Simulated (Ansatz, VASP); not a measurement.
**W: VASP beside Ansatz**

```
CELL_PARAMETERS angstrom
0.00000 2.03074 2.03074
2.03074 0.00000 2.03074
2.03074 2.03074 0.00000
ATOMIC_POSITIONS crystal
W 0.00000 0.00000 0.00000
```

Alike in both runs: task relaxation of cell and atoms; functional r2SCAN; k mesh 8 × 8 × 8; occupations gaussian, width 0.1 eV; no spin polarisation.

```csv
,VASP,Ansatz
version,VASP 6.6.1,Ansatz 0.2.0
potentials or method,"VASP PAW PBE potentials, release 64 (W_sv), cutoff 550 eV","scalar-relativistic, plane waves, PAW"
valence electrons in the cell,14,14
```

VASP gave:

```
gap on the k mesh at the Fermi level, each at its own relaxed structure (eV) : none
relaxed volume (Å³/atom)                                                     : 16.28
relaxed cell length with the largest relative difference (Å)                 : 2.845
```

Question: What did Ansatz give for the same quantities?

Answer: gap on the k mesh at the Fermi level, each at its own relaxed structure (eV): none; relaxed volume (Å³/atom): 16.22; relaxed cell length with the largest relative difference (Å): 2.841.

VASP's potentials were made for PBE, not for r2SCAN. A gap of «none» marks a metal or a gap that the smearing closes.

Neither program's run includes spin-orbit coupling.
